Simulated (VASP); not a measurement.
**Be4Se3: relaxation of cell and atoms with PBE**

The system is Be4Se3.

```
Be Se
1.0
     0.00000    3.88186    3.88186
     3.88186    0.00000    3.88186
     3.88186    3.88186    0.00000
Be Se
4 3
Cartesian
  4.6313 7.0142 4.6313
  7.0142 7.0142 7.0142
  7.0142 4.6313 4.6313
  4.6313 4.6313 7.0142
  5.8228 5.8228 5.8228
  1.9409 1.9409 1.9409
  3.8819 3.8819 3.8819
```

```
Program                : VASP 6.6.1
Task                   : relaxation of cell and atoms
Functional             : PBE
Potentials or basis    : VASP PAW PBE potentials, release 64 (Be, Se)
Cutoff                 : 600 eV
k mesh                 : 8 × 8 × 8
Occupations            : gaussian, width 0.1 eV
Spin                   : no spin polarisation
Dipole correction      : no
Further INCAR settings : ALGO = Normal; EDIFF = 1e-07; IBRION = 2; EDIFFG = -0.01; NSW = 100; ISIF = 3
```

```yaml
Relaxed_volume: 16.75 Å³/atom
Relaxed_cell: a = 5.494 Å, b = 5.494 Å, c = 5.494 Å, α = 60.00°, β = 60.00°, γ = 60.00°
Space_group_after_relaxing_to_0.05_Å: F-43m (No. 216)
Energy_gained_by_relaxing: 0.0 meV/atom
Ionic_steps: 3
Pressure_after_relaxing: 0.0 GPa
Largest_force_after_relaxing: 0.009 eV/Å
Band_gap_on_the_k_mesh: zero (band 13 reaches 4.00 eV, above the bottom of band 14 at 3.88 eV)
```

Forces on the atoms (eV/Å):
```
Be   0.005 -0.005  0.005
Be  -0.005 -0.005 -0.005
Be  -0.005  0.005  0.005
Be   0.005  0.005 -0.005
Se   0.000  0.000  0.000
Se   0.000  0.000  0.000
Se   0.000  0.000  0.000
```

The path:
```tsv
step	energy change (eV)	largest force (eV/Å)	pressure (GPa)	volume (Å³)
1	0.0000	0.0206	0.18	116.99
2	-0.0002	0.0136	-0.01	117.31
3	-0.0002	0.0088	0.02	117.26
```

Final structure:
```
CELL_PARAMETERS angstrom
0.00000 3.88489 3.88489
3.88489 0.00000 3.88489
3.88489 3.88489 0.00000
ATOMIC_POSITIONS crystal
Be 0.90353 0.28942 0.90353
Be 0.90353 0.90353 0.90353
Be 0.28942 0.90353 0.90353
Be 0.90353 0.90353 0.28942
Se 0.75000 0.75000 0.75000
Se 0.25000 0.25000 0.25000
Se 0.50000 0.50000 0.50000
```

Levels at points of the mesh, in eV from the Fermi level:
| k point | band 9 | band 10 | band 11 | band 12 | band 13 | band 14 | band 15 | band 16 | band 17 |
| --- | --- | --- | --- | --- | --- | --- | --- | --- | --- |
| (0.00, 0.00, 0.00) | -2.72 | -2.72 | -2.62 | -2.62 | -2.62 | 0.62 | 0.62 | 1.97 | 1.97 |
| (0.50, 0.00, 0.00) | -3.73 | -2.45 | -1.06 | -1.06 | -0.33 | 0.72 | 0.72 | 1.24 | 3.64 |
| (0.50, 0.50, 0.00) | -2.56 | -2.40 | -1.12 | -0.08 | -0.08 | 0.88 | 1.51 | 1.51 | 1.91 |

Run time: 110 s on 1 thread of Intel(R) Xeon(R) Platinum 8488C (Sapphire Rapids), on a shared host, peak memory 0.36 GiB.
